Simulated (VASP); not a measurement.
# NbN in VASP: further runs

NbN is run at these levels: PBEsol; tasks: single point.

Program: VASP 6.6.1. These are calculated values, not measurements. Logs are shortened: lines on timing, memory, paths and dates and some standing lists are left out, and cuts for length are marked.

### Step 1. The cell of the first run

The cell holds a slab with vacuum, 16 atoms: a = 6.195 Å, b = 3.097 Å, c = 21.571 Å, α = 90.00°, β = 90.00°, γ = 90.00°.

### Step 2. Single point, PBEsol

INCAR reads:

```
  ALGO = Normal
  DIPOL = 0.5 0.5 0.501
  EDIFF = 1E-7
  ENCUT = 520
  GGA = PS
  IDIPOL = 3
  ISIF = 2
  ISMEAR = 0
  LASPH = T
  LCHARG = F
  LDIPOL = T
  LREAL = Auto
  LWAVE = F
  NBANDS = 86
  NELM = 80
  PREC = Accurate
  SIGMA = 0.1
```

KPOINTS reads:

```
k-points
0
Gamma
  6 11 1
```

POSCAR reads:

```
NbN
1.0
    6.1949575900      0.0000000000      0.0000000000
    0.0000000000      3.0974787950      0.0000000000
    0.0000000000      0.0000000000     21.5707447816
Nb N
8 8
Direct
    0.5000000000      0.0000000000      0.3476931407
    0.0000000000      0.0000000000      0.3476931407
    0.7500000000      0.5000000000      0.4492310469
    0.2500000000      0.5000000000      0.4492310469
    0.0000000000      0.0000000000      0.5544761334
    0.5000000000      0.0000000000      0.5544761334
    0.2500000000      0.5000000000      0.6469779306
    0.7500000000      0.5000000000      0.6469779306
    0.2500000000      0.5000000000      0.3476931407
    0.7500000000      0.5000000000      0.3476931407
    0.5000000000      0.0000000000      0.4492310469
    0.0000000000      0.0000000000      0.4492310469
    0.7500000000      0.5000000000      0.5517549013
    0.2500000000      0.5000000000      0.5517549013
    0.0000000000      0.0000000000      0.6610475497
    0.5000000000      0.0000000000      0.6610475497
```

Potentials or basis: VASP PAW PBE potentials, release 64 (Nb_sv, N).

Command:

```bash
$ cat potpaw_PBE.64/Nb_sv/POTCAR potpaw_PBE.64/N/POTCAR > POTCAR
$ mpirun -np 1 vasp_std > vasp.out
```

OUTCAR:

```text
EDIFF = 1E-7
   ENCUT = 520
   GGA = PS
   ISIF = 2
   ISMEAR = 0
   LASPH = T
   LREAL = Auto
   NELM = 80
   PREC = Accurate

 ion  position               nearest neighbor table
   1  0.500  0.000  0.348-  11 2.19  10 2.19   9 2.19   9 2.19  10 2.19
   2  0.000  0.000  0.348-  12 2.19  10 2.19   9 2.19   9 2.19  10 2.19
   3  0.750  0.500  0.449-  10 2.19  11 2.19  12 2.19  11 2.19  12 2.19  13 2.21
   4  0.250  0.500  0.449-   9 2.19  11 2.19  12 2.19  11 2.19  12 2.19  14 2.21
   5  0.000  0.000  0.554-  13 2.19  14 2.19  13 2.19  14 2.19  12 2.27  15 2.30   7 2.96   8 2.96
                             7 2.96   8 2.96
   6  0.500  0.000  0.554-  13 2.19  14 2.19  13 2.19  14 2.19  11 2.27  16 2.30   7 2.96   8 2.96
                             7 2.96   8 2.96
   7  0.250  0.500  0.647-  14 2.05  15 2.21  16 2.21  15 2.21  16 2.21   5 2.96   6 2.96   6 2.96
                             5 2.96
   8  0.750  0.500  0.647-  13 2.05  15 2.21  16 2.21  15 2.21  16 2.21   5 2.96   6 2.96   6 2.96
                             5 2.96
   9  0.250  0.500  0.348-   4 2.19   2 2.19   1 2.19   1 2.19   2 2.19
  10  0.750  0.500  0.348-   3 2.19   2 2.19   1 2.19   1 2.19   2 2.19
  11  0.500  0.000  0.449-   1 2.19   3 2.19   4 2.19   3 2.19   4 2.19   6 2.27
  12  0.000  0.000  0.449-   2 2.19   3 2.19   4 2.19   3 2.19   4 2.19   5 2.27
  13  0.750  0.500  0.552-   8 2.05   6 2.19   5 2.19   5 2.19   6 2.19   3 2.21
  14  0.250  0.500  0.552-   7 2.05   6 2.19   5 2.19   5 2.19   6 2.19   4 2.21
  15  0.000  0.000  0.661-   7 2.21   8 2.21   7 2.21   8 2.21   5 2.30
  16  0.500  0.000  0.661-   7 2.21   8 2.21   7 2.21   8 2.21   6 2.30

  LATTYP: Found a simple orthorhombic cell.
 ALAT       =     3.0974787950
 B/A-ratio  =     2.0000000000
 C/A-ratio  =     6.9639685077

  Lattice vectors:

 A1 = (   0.0000000000,  -3.0974787950,   0.0000000000)
 A2 = (   6.1949575900,   0.0000000000,   0.0000000000)
 A3 = (   0.0000000000,   0.0000000000,  21.5707447816)

Analysis of symmetry for initial positions (statically):
=====================================================================
 Subroutine PRICEL returns following result:

  LATTYP: Found a simple tetragonal cell.
 ALAT       =     3.0974787950
 C/A-ratio  =     6.9639685077

  Lattice vectors:

 A1 = (   3.0974787950,   0.0000000000,   0.0000000000)
 A2 = (   0.0000000000,   3.0974787950,   0.0000000000)
 A3 = (   0.0000000000,   0.0000000000,  21.5707447816)

   2 primitive cells build up your supercell.

 Routine SETGRP: Setting up the symmetry group for a
 simple orthorhombic supercell.

 Subroutine GETGRP returns: Found  4 space group operations
 (whereof  4 operations were pure point group operations)
 out of a pool of  8 trial point group operations.

The static configuration has the point symmetry C_2v.

Analysis of symmetry for dynamics (positions and initial velocities):
=====================================================================
 Subroutine PRICEL returns following result:

  LATTYP: Found a simple tetragonal cell.
 ALAT       =     3.0974787950
 C/A-ratio  =     6.9639685077

  Lattice vectors:

 A1 = (   3.0974787950,   0.0000000000,   0.0000000000)
 A2 = (   0.0000000000,   3.0974787950,   0.0000000000)
 A3 = (   0.0000000000,   0.0000000000,  21.5707447816)

   2 primitive cells build up your supercell.

 Routine SETGRP: Setting up the symmetry group for a
 simple orthorhombic supercell.

 Subroutine GETGRP returns: Found  4 space group operations
 (whereof  4 operations were pure point group operations)
 out of a pool of  8 trial point group operations.

The dynamic configuration has the point symmetry C_2v.

 Subroutine INISYM returns: Found  4 space group operations
 (whereof  4 operations are pure point group operations),
 and found     2 'primitive' translations

----------------------------------------------------------------------------------------

                                     Primitive cell

  volume of cell :     206.9578

  direct lattice vectors                    reciprocal lattice vectors
     3.097478795  0.000000000  0.000000000     0.322843211  0.000000000  0.000000000
     0.000000000  3.097478795  0.000000000     0.000000000  0.322843211  0.000000000
     0.000000000  0.000000000 21.570744782     0.000000000  0.000000000  0.046359085
[... 36 lines left out ...]
     0.026903601  0.000000000  0.000000000     0.166666667  0.000000000  0.000000000
     0.000000000  0.029349383  0.000000000     0.000000000  0.090909091  0.000000000
     0.000000000  0.000000000  0.046359085     0.000000000  0.000000000  1.000000000

  Length of vectors
     0.026903601  0.029349383  0.046359085

  Shift w.r.t. Gamma in fractional coordinates (k-lattice)
     0.000000000  0.000000000  0.000000000

 Subroutine IBZKPT returns following result:
 ===========================================

 Found     24 irreducible k-points:

 Following reciprocal coordinates:
            Coordinates               Weight
  0.000000  0.000000  0.000000      1.000000
  0.166667  0.000000  0.000000      2.000000
  0.333333  0.000000  0.000000      2.000000
  0.500000  0.000000  0.000000      1.000000
  0.000000  0.090909  0.000000      2.000000
  0.166667  0.090909  0.000000      4.000000
[... 16 lines left out ...]
  0.333333  0.454545  0.000000      4.000000
  0.500000  0.454545  0.000000      2.000000
   k-points           NKPTS =     24   k-points in BZ     NKDIM =     24   number of bands    NBANDS=     86
   number of dos      NEDOS =    301   number of ions     NIONS =     16
   total plane-waves  NPLWV = 184320
   dimension x,y,z NGX =    48 NGY =   24 NGZ =  160
   dimension x,y,z NGXF=    96 NGYF=   48 NGZF=  320
   ions per type =               8   8
   NGX,Y,Z   is equivalent  to a cutoff of  12.88, 12.88, 12.33 a.u.
   NGXF,Y,Z  is equivalent  to a cutoff of  25.76, 25.76, 24.66 a.u.
 SYSTEM =  unknown system
   PREC   = accura    normal or accurate (medium, high low for compatibility)
   ISTART =      0    job   : 0-new  1-cont  2-samecut
   ICHARG =      2    charge: 1-file 2-atom 10-const
   ISPIN  =      1    spin polarized calculation?
   LNONCOLLINEAR =      F non collinear calculations
   LSORBIT =      F    spin-orbit coupling
   LASPH  =      T    aspherical Exc in radial PAW
   ENCUT  =  520.0 eV  38.22 Ry    6.18 a.u.  11.52  5.76 40.11*2*pi/ulx,y,z
   NELM   =     80;   NELMIN=  2; NELMDL= -5     # of ELM steps
   EDIFF  = 0.1E-06   stopping-criterion for ELM
   LREAL  =      T    real-space projection
   EDIFFG = 0.1E-05   stopping-criterion for IOM
   NSW    =      0    number of steps for IOM
   IBRION =     -1    ionic relax: 0-MD 1-quasi-New 2-CG
   NFREE  =      0    steps in history (QN), initial steepest desc. (CG)
   ISIF   =      2    stress and relaxation
   ISYM   =      2    0-nonsym 1-usesym 2-fastsym
   POTIM  = 0.5000    time-step for ionic-motion
   TEBEG  =    0.0;   TEEND  =   0.0 temperature during run
   PSTRESS=    0.0 pullay stress
   NELECT =     144.0000    total number of electrons
   NUPDOWN=      -1.0000    fix difference up-down
   EMIN   =  10.00;   EMAX   =-10.00  energy-range for DOS
   EFERMI =   0.00;   METHOD = LEGACY
   ISMEAR =     0;   SIGMA  =   0.10  broadening in eV -4-tet -1-fermi 0-gaus
   EFERMI_NEDOS =   21; number of points for ismear=-14 and -15
   IALGO  =     38    algorithm
   IMIX   =      4    mixing-type and parameters
     AMIX     =   0.40;   BMIX     =  1.00
     AMIX_MAG =   1.60;   BMIX_MAG =  1.00
  volume/ion in A,a.u.               =      25.87       174.58
  Fermi-wavevector in a.u.,A,eV,Ry     =   1.151397  2.175825 18.037445  1.325715
  Thomas-Fermi vector in A             =   2.288055
   LORBIT       =      0    0 simple, 1 ext, 2 COOP (PROOUT), +10 PAW based schemes
   GGA     = PS    functional components
   LHFCALC =     F    Hartree Fock is set to
   AEXX    =    0.0000 exact exchange contribution
   IVDW    =     0    specifies the selected vdW correction
   LEPSILON=     F    determine dielectric tensor
   LRPA    =     F    only Hartree local field effects (RPA)
 non-spin polarized calculation
 Gauss-broadening in eV      SIGMA  =   0.10
  energy-cutoff  :      520.00
  volume of cell :      413.92
 maximum number of plane-waves:     11194
 NGX is ok and might be reduce to    48
   NGX = 23   NGY = 11   NGZ = 81

 dipolmoment           0.000000      0.000000      0.004447 electrons x Angstroem

 number of electron     143.9999990 magnetization

 dipolmoment           0.000000      0.000000     -0.020744 electrons x Angstroem

 Free energy of the ion-electron system (eV)
  ---------------------------------------------------
  ext. energy  EPLUGINS =         0.00000000
  ---------------------------------------------------
  free energy    TOTEN  =      -171.61990767 eV

  energy without entropy =     -171.57681620  energy(sigma->0) =     -171.59836193

 E-fermi :   3.6212     XC(G=0):  -6.4606

 val. band max:        3.6096165116   @ k =   0.3333   0.1818   0.0000
 cond. band min:       3.6219230260   @ k =   0.1667   0.2727   0.0000
 fundamental gap:      0.0123065145
 Fermi energy:         3.6211857526

 k-point     1 :       0.0000    0.0000    0.0000
  band No.  band energies     occupation
      1     -52.5595      2.00000
      2     -52.4747      2.00000
      3     -52.4670      2.00000
      4     -52.4512      2.00000
      5     -52.4500      2.00000
      6     -52.3695      2.00000
[... 2077 lines left out ...]
     83       5.8523      0.00000
     84       5.8525      0.00000
 [bands above 84 left out]

------------------------ aborting loop because EDIFF is reached ----------------------------------------

 vacuum level on the upper side and lower side of the slab       (xc-potential included)        -0.233        -0.087

  FORCE on cell =-STRESS in cart. coord.  units (eV):
  Direction    XX          YY          ZZ          XY          YZ          ZX
  --------------------------------------------------------------------------------------
  -------------------------------------------------------------------------------------
  Total      -15.8244034    -16.6824493     -5.2768914      0.0000000      0.0000000      0.0000000
  in kB      -61.2528228    -64.5741317    -20.4256986      0.0000000      0.0000000      0.0000000
  external PRESSURE =     -48.7508844 kB  Pullay stress =       0.0000000 kB

 VOLUME and BASIS-vectors are now :
 -----------------------------------------------------------------------------
  energy-cutoff  :      520.00
  volume of cell :      413.92
      direct lattice vectors                 reciprocal lattice vectors
     6.194957590  0.000000000  0.000000000     0.161421605  0.000000000  0.000000000
     0.000000000  3.097478795  0.000000000     0.000000000  0.322843211  0.000000000
     0.000000000  0.000000000 21.570744782     0.000000000  0.000000000  0.046359085

 POSITION                                       TOTAL-FORCE (eV/Angst)
 -----------------------------------------------------------------------------------
      3.09748      0.00000      7.50000         0.000000      0.000000      2.478793
      0.00000      0.00000      7.50000         0.000000      0.000000      2.478793
      4.64622      1.54874      9.69025        -0.000000      0.000000     -0.791391
      1.54874      1.54874      9.69025         0.000000     -0.000000     -0.791391
      0.00000      0.00000     11.96046        -0.000000      0.000000     -0.008200
      3.09748      0.00000     11.96046         0.000000      0.000000     -0.008200
[... 8 lines left out ...]
      0.00000      0.00000     14.25929         0.000000      0.000000     -0.011665
      3.09748      0.00000     14.25929         0.000000      0.000000     -0.011665
 -----------------------------------------------------------------------------------
    total drift:                                0.000000      0.000000     -0.004707

  FREE ENERGIE OF THE ION-ELECTRON SYSTEM (eV)
  ---------------------------------------------------
  free  energy   TOTEN  =      -171.6199076707 eV

  energy  without entropy=     -171.5768161988  energy(sigma->0) =     -171.59836193

 vacuum level on the upper side and lower side of the slab         6.843         6.996
```

Wall time 27 min (1 thread of Intel Xeon 6975P-C (Granite Rapids), shared host); peak memory 0.75 GiB.

What came out:

* Free energy: -171.6199 eV
* Largest force: 2.479 eV/Å
* Band gap on the k mesh: zero (bands 72 and 73 overlap by 1.50 eV)

Forces in eV/Å, atoms in the order of the input:
```
Nb   0.000  0.000  2.479
Nb   0.000  0.000  2.479
Nb   0.000  0.000 -0.791
Nb   0.000  0.000 -0.791
Nb   0.000  0.000 -0.008
Nb   0.000  0.000 -0.008
Nb   0.000  0.000 -0.005
Nb   0.000  0.000 -0.005
N    0.000  0.000 -1.357
N    0.000  0.000 -1.357
N    0.000  0.000 -0.317
N    0.000  0.000 -0.317
N    0.000  0.000  0.011
N    0.000  0.000  0.011
N    0.000  0.000 -0.012
N    0.000  0.000 -0.012
```

Levels at points of the mesh, in eV from the Fermi level:
| k point | band 69 | band 70 | band 71 | band 72 | band 73 | band 74 | band 75 | band 76 |
| --- | --- | --- | --- | --- | --- | --- | --- | --- |
| (0.00, 0.00, 0.00) | -1.25 | -1.24 | -0.54 | 0.07 | 0.21 | 0.38 | 0.38 | 0.39 |
| (0.50, 0.00, 0.00) | -0.95 | -0.95 | -0.80 | -0.80 | -0.53 | -0.53 | -0.11 | -0.11 |

Caveat: the PAW data sets were made with another functional, which shifts forces and pressure a little.

(Continued in part 2 of 2.)
